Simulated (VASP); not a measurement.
# In4Sb3As (P-43m) in VASP: notebook

In4Sb3As is run at these levels: PBE; tasks: relaxation of the atoms, single point.

Everything below comes from runs of VASP 6.6.1. Logs are shortened: lines on timing, memory, paths and dates and some standing lists are left out, and cuts for length are marked.

**1. The cell of the first run**

It takes space group P-43m (No. 215, cubic). The conventional cell has a = 6.324 Å, b = 6.324 Å, c = 6.324 Å, α = 90.00°, β = 90.00°, γ = 90.00°. Within 3.5 Å of In (site symmetry 3m) lie 1 As at 2.64 Å and 3 Sb at 2.77 Å. Sb (site symmetry -42m) has 4 In at 2.77 Å within 3.7 Å. As (site symmetry -43m) has 4 In at 2.64 Å within 3.5 Å.

**2. Relaxation of the atoms, PBE (31.62 Å³/atom)**

INCAR reads:

```
PREC = Accurate
ENCUT = 520
EDIFF = 1E-6
ISMEAR = 0
SIGMA = 0.1
LREAL = F
LASPH = T
NELM = 80
ALGO = Normal
ISIF = 2
LWAVE = F
LCHARG = F
GGA = PE
IBRION = 2
NSW = 50
EDIFFG = -0.01
KPAR = 4
```

KPOINTS reads:

```
regular mesh
0
Gamma
  6 6 6
```

POSCAR reads:

```
In4Sb3As
1.0
    6.3242086822      0.0000000000      0.0000000000
    0.0000000000      6.3242086822      0.0000000000
    0.0000000000      0.0000000000      6.3242086822
In Sb As
4 3 1
Direct
    0.2414222608      0.7585777392      0.2414222608
    0.2414222608      0.2414222608      0.7585777392
    0.7585777392      0.7585777392      0.7585777392
    0.7585777392      0.2414222608      0.2414222608
    0.0000000000      0.5000000000      0.5000000000
    0.5000000000      0.5000000000      0.0000000000
    0.5000000000      0.0000000000      0.5000000000
    0.0000000000      0.0000000000      0.0000000000
```

Potentials or basis: VASP PAW PBE potentials, release 64 (In_d, Sb, As).

Run with:

```sh
$ cat potpaw_PBE.64/In_d/POTCAR potpaw_PBE.64/Sb/POTCAR potpaw_PBE.64/As/POTCAR > POTCAR
$ mpirun -np 4 vasp_std > vasp.out
```

OUTCAR:

```text
PREC = Accurate
   ENCUT = 520
   EDIFF = 1E-6
   ISMEAR = 0
   LREAL = F
   LASPH = T
   NELM = 80
   ISIF = 2
   GGA = PE
   IBRION = 2
   NSW = 50
   EDIFFG = -0.01

 ion  position               nearest neighbor table
   1  0.241  0.759  0.241-   8 2.64   6 2.77   7 2.77   5 2.77
   2  0.241  0.241  0.759-   8 2.64   6 2.77   7 2.77   5 2.77
   3  0.759  0.759  0.759-   8 2.64   6 2.77   7 2.77   5 2.77
   4  0.759  0.241  0.241-   8 2.64   6 2.77   7 2.77   5 2.77
   5  0.000  0.500  0.500-   1 2.77   2 2.77   3 2.77   4 2.77
   6  0.500  0.500  0.000-   1 2.77   2 2.77   3 2.77   4 2.77
   7  0.500  0.000  0.500-   1 2.77   2 2.77   3 2.77   4 2.77
   8  0.000  0.000  0.000-   1 2.64   2 2.64   3 2.64   4 2.64

  LATTYP: Found a simple cubic cell.
 ALAT       =     6.3242086822

  Lattice vectors:

 A1 = (   6.3242086822,   0.0000000000,   0.0000000000)
 A2 = (   0.0000000000,   6.3242086822,   0.0000000000)
 A3 = (   0.0000000000,   0.0000000000,   6.3242086822)

Analysis of symmetry for initial positions (statically):
=====================================================================
 Subroutine PRICEL returns:
 Original cell was already a primitive cell.

 Routine SETGRP: Setting up the symmetry group for a
 simple cubic supercell.

 Subroutine GETGRP returns: Found 24 space group operations
 (whereof 24 operations were pure point group operations)
 out of a pool of 48 trial point group operations.

The static configuration has the point symmetry T_d .

Analysis of symmetry for dynamics (positions and initial velocities):
=====================================================================
 Subroutine PRICEL returns:
 Original cell was already a primitive cell.

 Routine SETGRP: Setting up the symmetry group for a
 simple cubic supercell.

 Subroutine GETGRP returns: Found 24 space group operations
 (whereof 24 operations were pure point group operations)
 out of a pool of 48 trial point group operations.

The dynamic configuration has the point symmetry T_d .

 Subroutine INISYM returns: Found 24 space group operations
 (whereof 24 operations are pure point group operations),
 and found     1 'primitive' translations

----------------------------------------------------------------------------------------

                                     Primitive cell

  volume of cell :     252.9406

  direct lattice vectors                    reciprocal lattice vectors
     6.324208682  0.000000000  0.000000000     0.158122549  0.000000000  0.000000000
     0.000000000  6.324208682  0.000000000     0.000000000  0.158122549  0.000000000
     0.000000000  0.000000000  6.324208682     0.000000000  0.000000000  0.158122549

  length of vectors
     6.324208682  6.324208682  6.324208682     0.158122549  0.158122549  0.158122549

  position of ions in fractional coordinates (direct lattice)
     0.241422261  0.758577739  0.241422261
     0.241422261  0.241422261  0.758577739
     0.758577739  0.758577739  0.758577739
     0.758577739  0.241422261  0.241422261
     0.000000000  0.500000000  0.500000000
     0.500000000  0.500000000  0.000000000
     0.500000000  0.000000000  0.500000000
     0.000000000  0.000000000  0.000000000

  ion indices of the primitive-cell ions
   primitive index   ion index
                 1           1
                 2           2
                 3           3
                 4           4
                 5           5
                 6           6
                 7           7
                 8           8

----------------------------------------------------------------------------------------

 KPOINTS: regular mesh

Automatic generation of k-mesh.
 Grid dimensions read from file:
 generate k-points for:    6    6    6

 Generating k-lattice:

  Cartesian coordinates                     Fractional coordinates (reciprocal lattice)
     0.026353758  0.000000000  0.000000000     0.166666667  0.000000000  0.000000000
     0.000000000  0.026353758  0.000000000     0.000000000  0.166666667  0.000000000
     0.000000000  0.000000000  0.026353758     0.000000000  0.000000000  0.166666667

  Length of vectors
     0.026353758  0.026353758  0.026353758

  Shift w.r.t. Gamma in fractional coordinates (k-lattice)
     0.000000000  0.000000000  0.000000000

 Subroutine IBZKPT returns following result:
 ===========================================

 Found     20 irreducible k-points:

 Following reciprocal coordinates:
            Coordinates               Weight
  0.000000  0.000000  0.000000      1.000000
  0.166667  0.000000  0.000000      6.000000
  0.333333  0.000000  0.000000      6.000000
  0.500000  0.000000  0.000000      3.000000
  0.166667  0.166667  0.000000     12.000000
  0.333333  0.166667  0.000000     24.000000
[... 12 lines left out ...]
  0.500000  0.500000  0.333333      6.000000
  0.500000  0.500000  0.500000      1.000000
   k-points           NKPTS =     20   k-points in BZ     NKDIM =     20   number of bands    NBANDS=     43
   number of dos      NEDOS =    301   number of ions     NIONS =      8
   total plane-waves  NPLWV = 110592
   dimension x,y,z NGX =    48 NGY =   48 NGZ =   48
   dimension x,y,z NGXF=    96 NGYF=   96 NGZF=   96
   ions per type =               4   3   1
   NGX,Y,Z   is equivalent  to a cutoff of  12.62, 12.62, 12.62 a.u.
   NGXF,Y,Z  is equivalent  to a cutoff of  25.24, 25.24, 25.24 a.u.
 SYSTEM =  unknown system
   PREC   = accura    normal or accurate (medium, high low for compatibility)
   ISTART =      0    job   : 0-new  1-cont  2-samecut
   ICHARG =      2    charge: 1-file 2-atom 10-const
   ISPIN  =      1    spin polarized calculation?
   LNONCOLLINEAR =      F non collinear calculations
   LSORBIT =      F    spin-orbit coupling
   LASPH  =      T    aspherical Exc in radial PAW
   ENCUT  =  520.0 eV  38.22 Ry    6.18 a.u.  11.76 11.76 11.76*2*pi/ulx,y,z
   NELM   =     80;   NELMIN=  2; NELMDL= -5     # of ELM steps
   EDIFF  = 0.1E-05   stopping-criterion for ELM
   LREAL  =      F    real-space projection
   EDIFFG = -.1E-01   stopping-criterion for IOM
   NSW    =     50    number of steps for IOM
   IBRION =      2    ionic relax: 0-MD 1-quasi-New 2-CG
   NFREE  =      1    steps in history (QN), initial steepest desc. (CG)
   ISIF   =      2    stress and relaxation
   ISYM   =      2    0-nonsym 1-usesym 2-fastsym
   POTIM  = 0.5000    time-step for ionic-motion
   TEBEG  =    0.0;   TEEND  =   0.0 temperature during run
   PSTRESS=    0.0 pullay stress
   NELECT =      72.0000    total number of electrons
   NUPDOWN=      -1.0000    fix difference up-down
   EMIN   =  10.00;   EMAX   =-10.00  energy-range for DOS
   EFERMI =   0.00;   METHOD = LEGACY
   ISMEAR =     0;   SIGMA  =   0.10  broadening in eV -4-tet -1-fermi 0-gaus
   EFERMI_NEDOS =   21; number of points for ismear=-14 and -15
   IALGO  =     38    algorithm
   IMIX   =      4    mixing-type and parameters
     AMIX     =   0.40;   BMIX     =  1.00
     AMIX_MAG =   1.60;   BMIX_MAG =  1.00
  volume/ion in A,a.u.               =      31.62       213.37
  Fermi-wavevector in a.u.,A,eV,Ry     =   1.076910  2.035065 15.779159  1.159735
  Thomas-Fermi vector in A             =   2.212807
   LORBIT       =      0    0 simple, 1 ext, 2 COOP (PROOUT), +10 PAW based schemes
   GGA     = PE    functional components
   LHFCALC =     F    Hartree Fock is set to
   AEXX    =    0.0000 exact exchange contribution
   IVDW    =     0    specifies the selected vdW correction
   LEPSILON=     F    determine dielectric tensor
   LRPA    =     F    only Hartree local field effects (RPA)
 conjugate gradient relaxation of ions
 non-spin polarized calculation
 Gauss-broadening in eV      SIGMA  =   0.10
  energy-cutoff  :      520.00
  volume of cell :      252.94
 maximum number of plane-waves:      6859
 NGX is ok and might be reduce to    48
   NGX = 23   NGY = 23   NGZ = 23

--------------------------------------- Ionic step        1  -------------------------------------------

 number of electron      72.0000029 magnetization

 Free energy of the ion-electron system (eV)
  ---------------------------------------------------
  ext. energy  EPLUGINS =         0.00000000
  ---------------------------------------------------
  free energy    TOTEN  =       -28.13223065 eV

  energy without entropy =      -28.13089349  energy(sigma->0) =      -28.13156207

------------------------ aborting loop because EDIFF is reached ----------------------------------------

  FORCE on cell =-STRESS in cart. coord.  units (eV):
  Direction    XX          YY          ZZ          XY          YZ          ZX
  --------------------------------------------------------------------------------------
  -------------------------------------------------------------------------------------
  Total        7.2483939      7.2483939      7.2483939      0.0000000     -0.0000000      0.0000000
  in kB       45.9128015     45.9128015     45.9128015      0.0000000     -0.0000000      0.0000000
  external PRESSURE =      45.9128015 kB  Pullay stress =       0.0000000 kB
[... 69 lines left out ...]
  energy  without entropy=      -28.1309827678  energy(sigma->0) =      -28.13165317

--------------------------------------- Ionic step        3  -------------------------------------------

 number of electron      72.0000035 magnetization

 Free energy of the ion-electron system (eV)
  ---------------------------------------------------
  ext. energy  EPLUGINS =         0.00000000
  ---------------------------------------------------
  free energy    TOTEN  =       -28.13235136 eV

  energy without entropy =      -28.13100758  energy(sigma->0) =      -28.13167947

 E-fermi :   5.2933     XC(G=0):  -8.8855

 val. band max:        5.2632237769   @ k =   0.0000   0.0000   0.0000
 cond. band min:       5.3368280147   @ k =   0.5000   0.5000   0.5000
 fundamental gap:      0.0736042378
 Fermi energy:         5.2933077033

 k-point     1 :       0.0000    0.0000    0.0000
  band No.  band energies     occupation
      1      -9.5232      2.00000
      2      -9.4755      2.00000
      3      -9.4755      2.00000
      4      -9.3799      2.00000
      5      -9.3799      2.00000
      6      -9.3799      2.00000
[... 944 lines left out ...]
  FREE ENERGIE OF THE ION-ELECTRON SYSTEM (eV)
  ---------------------------------------------------
  free  energy   TOTEN  =       -28.1323513592 eV

  energy  without entropy=      -28.1310075833  energy(sigma->0) =      -28.13167947

 reached required accuracy - stopping structural energy minimisation
```

Wall time 2.5 min (4 MPI ranks of Intel Xeon Platinum 8259CL at 2.50GHz (Skylake/Cascade Lake), shared host); peak memory 0.47 GiB.

What came out:

```
Free energy               : -28.1324 eV
Energy gained by relaxing : 0.0 meV/atom
Ionic steps               : 3
Pressure after relaxing   : 4.6 GPa
Band gap on the k mesh    : zero (filled and empty bands touch)
```

The path:
```
step  energy change (eV)  largest force (eV/Å)  pressure (GPa)
   1              0.0000                0.0254            4.59
   2             -0.0001                0.0110            4.59
   3             -0.0001                0.0018            4.60
```

Final structure:
```cif
data_structure
_symmetry_space_group_name_H-M 'P 1'
_symmetry_Int_Tables_number 1
_cell_length_a 6.3242
_cell_length_b 6.3242
_cell_length_c 6.3242
_cell_angle_alpha 90.000
_cell_angle_beta 90.000
_cell_angle_gamma 90.000
_cell_volume 252.94
loop_
_atom_site_label
_atom_site_type_symbol
_atom_site_fract_x
_atom_site_fract_y
_atom_site_fract_z
_atom_site_occupancy
In1 In 0.24123 0.75877 0.24123 1
In2 In 0.24123 0.24123 0.75877 1
In3 In 0.75877 0.75877 0.75877 1
In4 In 0.75877 0.24123 0.24123 1
Sb1 Sb 0.00000 0.50000 0.50000 1
Sb2 Sb 0.50000 0.50000 0.00000 1
Sb3 Sb 0.50000 0.00000 0.50000 1
As1 As 0.00000 0.00000 0.00000 1
```

Levels at points of the mesh, in eV from the Fermi level:
| k point | band 32 | band 33 | band 34 | band 35 | band 36 | band 37 | band 38 | band 39 | band 40 | band 41 |
| --- | --- | --- | --- | --- | --- | --- | --- | --- | --- | --- |
| (0.00, 0.00, 0.00) | -2.33 | -2.33 | -0.25 | -0.03 | -0.03 | -0.03 | 1.22 | 1.22 | 1.41 | 1.41 |
| (0.50, 0.00, 0.00) | -2.86 | -1.71 | -1.71 | -1.34 | -1.34 | 1.56 | 1.68 | 2.43 | 2.59 | 3.63 |
| (0.50, 0.50, 0.00) | -2.76 | -1.35 | -1.35 | -1.06 | -0.85 | 1.76 | 2.05 | 2.34 | 2.34 | 4.18 |
| (0.50, 0.50, 0.50) | -0.97 | -0.97 | -0.97 | -0.79 | -0.79 | 0.04 | 0.80 | 0.80 | 0.80 | 3.77 |

Caveat: semilocal functionals underestimate gaps, and a narrow one can read as zero; spin-orbit coupling is left out, which moves the levels of the heavy elements.

**3. Single point, PBE**

This run uses another cell than the first one, of 34.74 Å³/atom.

INCAR reads:

```
SYSTEM = In4Sb3As
ALGO = Normal ; EDIFF = 1E-6
ENCUT = 520 ; GGA = PE
ISIF = 2 ; ISMEAR = 0
LASPH = .TRUE. ; LCHARG = .FALSE.
LREAL = .FALSE. ; LWAVE = .FALSE.
NBANDS = 46 ; NELM = 100
PREC = Accurate ; SIGMA = 0.1
```

KPOINTS reads:

```
k-points
0
G
  6 6 6
  0 0 0
```

POSCAR reads:

```
In4Sb3As
1.0
    6.5261802000      0.0000000000      0.0000000000
    0.0000000000      6.5261802000      0.0000000000
    0.0000000000      0.0000000000      6.5261802000
In Sb As
4 3 1
Direct
    0.2416650000      0.7583350000      0.2416650000
    0.2416650000      0.2416650000      0.7583350000
    0.7583350000      0.7583350000      0.7583350000
    0.7583350000      0.2416650000      0.2416650000
    0.0000000000      0.5000000000      0.5000000000
    0.5000000000      0.5000000000      0.0000000000
    0.5000000000      0.0000000000      0.5000000000
    0.0000000000      0.0000000000      0.0000000000
```

Potentials or basis: VASP PAW PBE potentials, release 64 (In_d, Sb, As).

Run with:

```sh
$ cat potpaw_PBE.64/In_d/POTCAR potpaw_PBE.64/Sb/POTCAR potpaw_PBE.64/As/POTCAR > POTCAR
$ mpirun -np 1 vasp_std > vasp.out
```

Run time: 3.4 min. Hardware: 1 thread of Intel Xeon Platinum 8559C (Emerald Rapids), shared host; peak memory 0.49 GiB.

Results (log left out):

| Quantity | Value |
| --- | --- |
| Free energy | -28.4605 eV |
| Pressure | 0.0 GPa |
| Largest force | 0.005 eV/Å |
| Band gap on the k mesh | zero (bands 36 and 37 overlap by 0.01 eV) |

Forces on the atoms (eV/Å):
```
In  -0.003  0.003 -0.003
In  -0.003 -0.003  0.003
In   0.003  0.003  0.003
In   0.003 -0.003 -0.003
Sb   0.000  0.000  0.000
Sb   0.000  0.000  0.000
Sb   0.000  0.000  0.000
As   0.000  0.000  0.000
```

Levels at points of the mesh, in eV from the Fermi level:
| k point | band 32 | band 33 | band 34 | band 35 | band 36 | band 37 | band 38 | band 39 | band 40 | band 41 |
| --- | --- | --- | --- | --- | --- | --- | --- | --- | --- | --- |
| (0.00, 0.00, 0.00) | -2.03 | -2.03 | -0.70 | -0.02 | -0.02 | -0.02 | 1.40 | 1.40 | 1.45 | 1.45 |
| (0.50, 0.00, 0.00) | -2.50 | -1.47 | -1.47 | -1.15 | -1.15 | 1.59 | 1.78 | 2.22 | 2.46 | 3.31 |
| (0.50, 0.50, 0.00) | -2.40 | -1.16 | -1.16 | -0.91 | -0.73 | 1.65 | 1.86 | 2.14 | 2.14 | 4.08 |
| (0.50, 0.50, 0.50) | -0.84 | -0.84 | -0.84 | -0.68 | -0.68 | -0.03 | 0.62 | 0.62 | 0.62 | 3.77 |

Caveat: semilocal functionals underestimate gaps, and a narrow one can read as zero; spin-orbit coupling is left out, which moves the levels of the heavy elements.

**4. Single point, PBE (35.79 Å³/atom)**

This run uses another cell than the first one, of 35.79 Å³/atom.

INCAR: that of step 3 with these lines changed.

```diff
@@ -1,3 +1,3 @@
 SYSTEM = In4Sb3As
-ALGO = Normal ; EDIFF = 1E-6
+ALGO = Normal ; EDIFF = 1E-7
 ENCUT = 520 ; GGA = PE
```

KPOINTS is that of step 3.

POSCAR: that of step 3 with these lines changed.

```diff
@@ -2,5 +2,5 @@
 1.0
-    6.5261802000      0.0000000000      0.0000000000
-    0.0000000000      6.5261802000      0.0000000000
-    0.0000000000      0.0000000000      6.5261802000
+    6.5908000481      0.0000000000      0.0000000000
+    0.0000000000      6.5908000481      0.0000000000
+    0.0000000000      0.0000000000      6.5908000481
 In Sb As
```

Run with:

```sh
$ cat potpaw_PBE.64/In_d/POTCAR potpaw_PBE.64/Sb/POTCAR potpaw_PBE.64/As/POTCAR > POTCAR
$ mpirun -np 1 vasp_std > vasp.out
```

It took 4.2 min on 1 thread of Intel Xeon Platinum 8559C (Emerald Rapids), shared host; peak memory 0.49 GiB.

Results (log left out):

```
Free energy            : -28.4314 eV
Pressure               : -1.1 GPa
Largest force          : 0.005 eV/Å
Band gap on the k mesh : zero (bands 36 and 37 overlap by 0.03 eV)
```

Forces on the atoms (eV/Å):
```
In   0.003 -0.003  0.003
In   0.003  0.003 -0.003
In  -0.003 -0.003 -0.003
In  -0.003  0.003  0.003
Sb   0.000  0.000  0.000
Sb   0.000  0.000  0.000
Sb   0.000  0.000  0.000
As   0.000  0.000  0.000
```

Levels at points of the mesh, in eV from the Fermi level:
| k point | band 32 | band 33 | band 34 | band 35 | band 36 | band 37 | band 38 | band 39 | band 40 | band 41 |
| --- | --- | --- | --- | --- | --- | --- | --- | --- | --- | --- |
| (0.00, 0.00, 0.00) | -1.95 | -1.95 | -0.85 | -0.02 | -0.02 | -0.02 | 1.45 | 1.45 | 1.45 | 1.45 |
| (0.50, 0.00, 0.00) | -2.39 | -1.41 | -1.41 | -1.10 | -1.10 | 1.58 | 1.79 | 2.16 | 2.42 | 3.20 |
| (0.50, 0.50, 0.00) | -2.30 | -1.11 | -1.11 | -0.87 | -0.69 | 1.60 | 1.80 | 2.07 | 2.07 | 4.04 |
| (0.50, 0.50, 0.50) | -0.81 | -0.81 | -0.81 | -0.65 | -0.65 | -0.06 | 0.56 | 0.56 | 0.56 | 3.76 |

Caveat: semilocal functionals underestimate gaps, and a narrow one can read as zero; spin-orbit coupling is left out, which moves the levels of the heavy elements.

[end of part 1 of 2]

The gap in the log of VASP goes by the Fermi energy; the results here count the filled bands.